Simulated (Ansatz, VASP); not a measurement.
One calculation of LaRe, two programs

```
CELL_PARAMETERS angstrom
3.57335 0.00000 0.00000
0.00000 3.57335 0.00000
0.00000 0.00000 3.57335
ATOMIC_POSITIONS crystal
La 0.00000 0.00000 0.00000
Re 0.50000 0.50000 0.50000
```

Alike in both runs: task single point; functional r2SCAN; k mesh 10 × 10 × 10; occupations methfessel-paxton of order 1, width 0.01 eV; no spin polarisation.

|  | VASP | Ansatz |
| --- | --- | --- |
| version | VASP 6.6.1 | Ansatz 0.2.0 |
| potentials or method | VASP PAW PBE potentials, release 64 (La, Re), cutoff 520 eV | scalar-relativistic, plane waves, PAW |
| valence electrons in the cell | 18 | 26 |

Ansatz gave:

| Quantity | Value |
| --- | --- |
| gap on the k mesh at the Fermi level (eV) | none |
| pressure (GPa) | -0.1 |

Problem. What did VASP give for the same quantities?

Solution. gap on the k mesh at the Fermi level (eV): none; pressure (GPa): -0.2.

VASP's potentials were made for PBE, not for r2SCAN. A gap of «none» marks a metal or a gap that the smearing closes. VASP's potentials hold 18 valence electrons a cell and Ansatz's 26, so a difference there can come from the potentials and not from the codes.

Neither program's run includes spin-orbit coupling.
